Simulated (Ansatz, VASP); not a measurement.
**One calculation of MoF, two programs**

```
Mo F
1.0
     0.00000    2.40636    2.40636
     2.40636    0.00000    2.40636
     2.40636    2.40636    0.00000
Mo F
1 1
Direct
  0.00000 0.00000 0.00000
  0.50000 0.50000 0.50000
```

Alike in both runs: functional PBE; k mesh 20 × 20 × 20; occupations gaussian, width 0.1 eV; collinear spin.

Ansatz relaxed the structure, and its values are those at the end. VASP's run is a single point on that final structure, the one shown.

|  | VASP | Ansatz |
| --- | --- | --- |
| version | VASP 6.6.1 | Ansatz 0.2.0 |
| potentials or method | VASP PAW PBE potentials, release 64 (Mo_sv, F), cutoff 520 eV | scalar-relativistic, plane waves, PAW |
| valence electrons in the cell | 21 | 21 |

VASP gave:

* gap on the k mesh at the Fermi level (eV): none
* pressure (GPa): 0.0
* net moment per atom (μB): 1.21
* size of the moment on the site where the two differ most (μB): 2.03

**Question.** Estimate Ansatz's values.

**Answer.** gap on the k mesh at the Fermi level (eV): none; pressure (GPa): 0.0; net moment per atom (μB): 1.21; size of the moment on the site where the two differ most (μB): 1.61.

Site moments also hang on the region over which each program counts them. A gap of «none» marks a metal or a gap that the smearing closes.
